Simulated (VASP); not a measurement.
# Ga (Cmcm) in VASP: a series of runs, part 3 of 3

VASP 6.6.1.

## 5. Single point, LDA (19.81 Å³/atom)

This run uses another cell than the first one, of 19.81 Å³/atom.

Contents of INCAR:

```
PREC     = Accurate       # precision mode
ENCUT    = 520            # plane-wave cutoff, eV
EDIFF    = 1E-6           # SCF threshold, eV
ISMEAR   = -1             # smearing method
SIGMA    = 0.08           # smearing width, eV
LREAL    = False          # projectors in reciprocal space
LASPH    = True           # aspherical terms in the spheres
NELM     = 60             # most SCF steps
ALGO     = Normal         # electronic algorithm
ISIF     = 2              # what is computed and relaxed
LWAVE    = False          # write WAVECAR
LCHARG   = False          # write CHGCAR
GGA      = CA             # functional
NBANDS   = 20             # bands
```

Contents of KPOINTS:

```
Automatic mesh
0
Gamma
  12 12 10
```

Contents of POSCAR:

```
Ga
1.0
    1.4784385925     -4.1447261232      0.0000000000
    1.4784385925      4.1447261232      0.0000000000
    0.0000000000      0.0000000000      3.2321726471
Ga
2
Direct
    0.8670000000      0.1330000000      0.2500000000
    0.1330000000      0.8670000000      0.7500000000
```

Potentials or basis: VASP PAW LDA potentials, release 64 (Ga_d).

The run is started by

```console
cat potpaw_LDA.64/Ga_d/POTCAR > POTCAR
mpirun -np 1 vasp_std > vasp.out
```

OUTCAR:

```text
PREC = Accurate
   ENCUT = 520
   EDIFF = 1E-6
   ISMEAR = -1
   LREAL = False
   LASPH = True
   NELM = 60
   ISIF = 2
   GGA = CA

 ion  position               nearest neighbor table
   1  0.867  0.133  0.250-   2 2.73   2 2.73
   2  0.133  0.867  0.750-   1 2.73   1 2.73

  LATTYP: Found a base centered orthorhombic cell.
 ALAT       =     2.9568771850
 B/A-ratio  =     2.8034482759
 C/A-ratio  =     1.0931034483

  Lattice vectors:

 A1 = (   1.4784385925,  -4.1447261232,   0.0000000000)
 A2 = (   1.4784385925,   4.1447261232,   0.0000000000)
 A3 = (   0.0000000000,   0.0000000000,   3.2321726471)

Analysis of symmetry for initial positions (statically):
=====================================================================
 Subroutine PRICEL returns:
 Original cell was already a primitive cell.

 Routine SETGRP: Setting up the symmetry group for a
 base centered orthorhombic supercell.

 Subroutine GETGRP returns: Found  8 space group operations
 (whereof  4 operations were pure point group operations)
 out of a pool of  8 trial point group operations.

The static configuration has the point symmetry C_2h.
 The point group associated with its full space group is D_2h.

Analysis of symmetry for dynamics (positions and initial velocities):
=====================================================================
 Subroutine PRICEL returns:
 Original cell was already a primitive cell.

 Routine SETGRP: Setting up the symmetry group for a
 base centered orthorhombic supercell.

 Subroutine GETGRP returns: Found  8 space group operations
 (whereof  4 operations were pure point group operations)
 out of a pool of  8 trial point group operations.

The dynamic configuration has the point symmetry C_2h.
 The point group associated with its full space group is D_2h.

 Subroutine INISYM returns: Found  8 space group operations
 (whereof  4 operations are pure point group operations),
 and found     1 'primitive' translations

----------------------------------------------------------------------------------------

                                     Primitive cell

  volume of cell :      39.6117

  direct lattice vectors                    reciprocal lattice vectors
     1.478438593 -4.144726123  0.000000000     0.338194635 -0.120635233  0.000000000
     1.478438593  4.144726123  0.000000000     0.338194635  0.120635233  0.000000000
     0.000000000  0.000000000  3.232172647     0.000000000  0.000000000  0.309389414

  length of vectors
     4.400515346  4.400515346  3.232172647     0.359066109  0.359066109  0.309389414

  position of ions in fractional coordinates (direct lattice)
     0.867000000  0.133000000  0.250000000
     0.133000000  0.867000000  0.750000000

  ion indices of the primitive-cell ions
   primitive index   ion index
                 1           1
                 2           2

----------------------------------------------------------------------------------------

 KPOINTS: Automatic mesh

Automatic generation of k-mesh.
 Grid dimensions read from file:
 generate k-points for:   12   12   10

 Generating k-lattice:

  Cartesian coordinates                     Fractional coordinates (reciprocal lattice)
     0.028182886 -0.010052936  0.000000000     0.083333333  0.000000000  0.000000000
     0.028182886  0.010052936  0.000000000     0.000000000  0.083333333  0.000000000
     0.000000000  0.000000000  0.030938941     0.000000000  0.000000000  0.100000000

  Length of vectors
     0.029922176  0.029922176  0.030938941

  Shift w.r.t. Gamma in fractional coordinates (k-lattice)
     0.000000000  0.000000000  0.000000000

 Subroutine IBZKPT returns following result:
 ===========================================

 Found    258 irreducible k-points:

 Following reciprocal coordinates:
            Coordinates               Weight
  0.000000  0.000000  0.000000      1.000000
  0.083333 -0.000000  0.000000      4.000000
  0.166667 -0.000000  0.000000      4.000000
  0.250000  0.000000  0.000000      4.000000
  0.333333  0.000000  0.000000      4.000000
  0.416667  0.000000  0.000000      4.000000
[... 16 lines left out ...]
  0.500000  0.166667  0.000000      4.000000
 -0.416667  0.166667  0.000000      4.000000
 [... further k-points ...]
   k-points           NKPTS =    258   k-points in BZ     NKDIM =    258   number of bands    NBANDS=     20
   number of dos      NEDOS =    301   number of ions     NIONS =      2
   total plane-waves  NPLWV =  31104
   dimension x,y,z NGX =    36 NGY =   36 NGZ =   24
   dimension x,y,z NGXF=    72 NGYF=   72 NGZF=   48
   ions per type =               2
   NGX,Y,Z   is equivalent  to a cutoff of  13.60, 13.60, 12.34 a.u.
   NGXF,Y,Z  is equivalent  to a cutoff of  27.20, 27.20, 24.69 a.u.
 SYSTEM =  unknown system
   PREC   = accura    normal or accurate (medium, high low for compatibility)
   ISTART =      0    job   : 0-new  1-cont  2-samecut
   ICHARG =      2    charge: 1-file 2-atom 10-const
   ISPIN  =      1    spin polarized calculation?
   LNONCOLLINEAR =      F non collinear calculations
   LSORBIT =      F    spin-orbit coupling
   LASPH  =      T    aspherical Exc in radial PAW
   ENCUT  =  520.0 eV  38.22 Ry    6.18 a.u.   8.18  8.18  6.01*2*pi/ulx,y,z
   NELM   =     60;   NELMIN=  2; NELMDL= -5     # of ELM steps
   EDIFF  = 0.1E-05   stopping-criterion for ELM
   LREAL  =      F    real-space projection
   EDIFFG = 0.1E-04   stopping-criterion for IOM
   NSW    =      0    number of steps for IOM
   IBRION =     -1    ionic relax: 0-MD 1-quasi-New 2-CG
   NFREE  =      0    steps in history (QN), initial steepest desc. (CG)
   ISIF   =      2    stress and relaxation
   ISYM   =      2    0-nonsym 1-usesym 2-fastsym
   POTIM  = 0.5000    time-step for ionic-motion
   TEBEG  =    0.0;   TEEND  =   0.0 temperature during run
   PSTRESS=    0.0 pullay stress
   NELECT =      26.0000    total number of electrons
   NUPDOWN=      -1.0000    fix difference up-down
   EMIN   =  10.00;   EMAX   =-10.00  energy-range for DOS
   EFERMI =   0.00;   METHOD = LEGACY
   ISMEAR =    -1;   SIGMA  =   0.08  broadening in eV -4-tet -1-fermi 0-gaus
   EFERMI_NEDOS =   21; number of points for ismear=-14 and -15
   IALGO  =     38    algorithm
   IMIX   =      4    mixing-type and parameters
     AMIX     =   0.40;   BMIX     =  1.00
     AMIX_MAG =   1.60;   BMIX_MAG =  1.00
  volume/ion in A,a.u.               =      19.81       133.66
  Fermi-wavevector in a.u.,A,eV,Ry     =   1.422737  2.688584 27.540661  2.024181
  Thomas-Fermi vector in A             =   2.543409
   LORBIT       =      0    0 simple, 1 ext, 2 COOP (PROOUT), +10 PAW based schemes
   GGA     = CA    functional components
   LHFCALC =     F    Hartree Fock is set to
   AEXX    =    0.0000 exact exchange contribution
   IVDW    =     0    specifies the selected vdW correction
   LEPSILON=     F    determine dielectric tensor
   LRPA    =     F    only Hartree local field effects (RPA)
 non-spin polarized calculation
  energy-cutoff  :      520.00
  volume of cell :       39.61
 maximum number of plane-waves:      1092
 NGX is ok and might be reduce to    36
   NGX = 17   NGY = 17   NGZ = 13

 number of electron      26.0000016 magnetization

 Free energy of the ion-electron system (eV)
  ---------------------------------------------------
  ext. energy  EPLUGINS =         0.00000000
  ---------------------------------------------------
  free energy    TOTEN  =        -7.04038820 eV

  energy without entropy =       -7.02200389  energy(sigma->0) =       -7.03119605

 E-fermi :   4.8438     XC(G=0): -11.0375

 val. band max:        4.8417656839   @ k =   0.1667   0.1667   0.2000
 cond. band min:       4.8462554956   @ k =   0.5000   0.0833   0.4000
 fundamental gap:      0.0044898117
 Fermi energy:         4.8437790983

 k-point     1 :       0.0000    0.0000    0.0000
  band No.  band energies     occupation
      1     -10.3264      2.00000
      2     -10.3121      2.00000
      3     -10.2512      2.00000
      4     -10.2320      2.00000
      5     -10.0727      2.00000
      6     -10.0611      2.00000
[... 12 lines left out ...]
     19      15.4440      0.00000
     20      16.3364      0.00000
[... 507 lines left out ...]
 k-point    24 :      -0.4167    0.1667    0.0000
  band No.  band energies     occupation
      1     -10.2589      2.00000
      2     -10.2428      2.00000
      3     -10.2251      2.00000
      4     -10.1698      2.00000
      5     -10.1380      2.00000
      6     -10.0868      2.00000
[... 12 lines left out ...]
     19      14.9687      0.00000
     20      17.0713      0.00000

 [... further k-points ...]

------------------------ aborting loop because EDIFF is reached ----------------------------------------

  FORCE on cell =-STRESS in cart. coord.  units (eV):
  Direction    XX          YY          ZZ          XY          YZ          ZX
  --------------------------------------------------------------------------------------
  -------------------------------------------------------------------------------------
  Total       -1.8762247     -1.3149700     -1.2555920      0.0000000      0.0000000      0.0000000
  in kB      -75.8877620    -53.1866648    -50.7850008      0.0000000      0.0000000      0.0000000
  external PRESSURE =     -59.9531426 kB  Pullay stress =       0.0000000 kB

 VOLUME and BASIS-vectors are now :
 -----------------------------------------------------------------------------
  energy-cutoff  :      520.00
  volume of cell :       39.61
      direct lattice vectors                 reciprocal lattice vectors
     1.478438593 -4.144726123  0.000000000     0.338194635 -0.120635233  0.000000000
     1.478438593  4.144726123  0.000000000     0.338194635  0.120635233  0.000000000
     0.000000000  0.000000000  3.232172647     0.000000000  0.000000000  0.309389414

 POSITION                                       TOTAL-FORCE (eV/Angst)
 -----------------------------------------------------------------------------------
      1.47844     -3.04223      0.80804         0.000000      0.149408      0.000000
      1.47844      3.04223      2.42413         0.000000     -0.149408     -0.000000
 -----------------------------------------------------------------------------------
    total drift:                                0.000000     -0.000000     -0.000000

  FREE ENERGIE OF THE ION-ELECTRON SYSTEM (eV)
  ---------------------------------------------------
  free  energy   TOTEN  =        -7.0403882016 eV

  energy  without entropy=       -7.0220038938  energy(sigma->0) =       -7.03119605
```

Run time: 56 s. Hardware: 1 thread of Intel Xeon 6975P-C (Granite Rapids), shared host; peak memory 0.28 GiB.

Results:

```
Free energy            : -7.0404 eV
Pressure               : -6.0 GPa
Largest force          : 0.149 eV/Å
Band gap on the k mesh : zero (bands 13 and 14 overlap by 8.83 eV)
```

Forces in eV/Å, atoms in the order of the input:
```
Ga   0.000  0.149  0.000
Ga   0.000 -0.149  0.000
```

Stress tensor (GPa, compression positive):
```
-7.59  0.00  0.00
 0.00 -5.32  0.00
 0.00  0.00 -5.08
```

Levels at points of the mesh, in eV from the Fermi level:
```
           k point  band 10  band 11  band 12  band 13  band 14  band 15  band 16  band 17
(0.00, 0.00, 0.00)   -14.72   -10.79    -2.07    -1.79     2.79     6.51     7.44     8.34
(0.50, 0.00, 0.00)   -14.77    -6.57    -5.15    -1.59    -0.51     6.09     6.34     8.44
(0.50, 0.50, 0.00)   -14.78    -8.86    -8.25     4.91     5.53     5.59     6.59     6.74
(0.00, 0.00, 0.50)   -14.80    -7.15    -7.15     1.83     1.83     2.34     2.34     9.72
(0.50, 0.00, 0.50)   -14.77    -3.09    -3.09    -1.51    -1.51     1.82     1.82     4.17
(0.50, 0.50, 0.50)   -14.84    -5.54    -5.54    -3.92    -3.92     9.08     9.08    10.80
```

Caveat: the cell stands under tension.

## 6. Overview

```csv
cell,gap on the mesh (eV),pressure (GPa),largest force (eV/Å)
"a = 4.258, b = 4.258, c = 3.127 Å, angles 90.0, 90.0, 140.7°, 2 atoms",none,-1.7,0.20
"a = 4.301, b = 4.301, c = 3.159 Å, angles 90.0, 90.0, 140.7°, 2 atoms",none,-3.3,0.19
"a = 4.344, b = 4.344, c = 3.191 Å, angles 90.0, 90.0, 140.7°, 2 atoms",none,-4.5,0.17
"a = 4.401, b = 4.401, c = 3.232 Å, angles 90.0, 90.0, 140.7°, 2 atoms",none,-6.0,0.15
```

Alike in all rows: task single point; level LDA; potentials or basis VASP PAW LDA potentials, release 64 (Ga_d); no spin polarisation; k mesh 12 × 12 × 10; cutoff (eV) 520; smearing fermi-dirac 0.08 eV.

Caveats: the cell stands under tension (at least some runs).

Total energies depend on the potentials used, so only differences within one code and one set of settings carry meaning.

The gap in the log of VASP goes by the Fermi energy; the results here count the filled bands.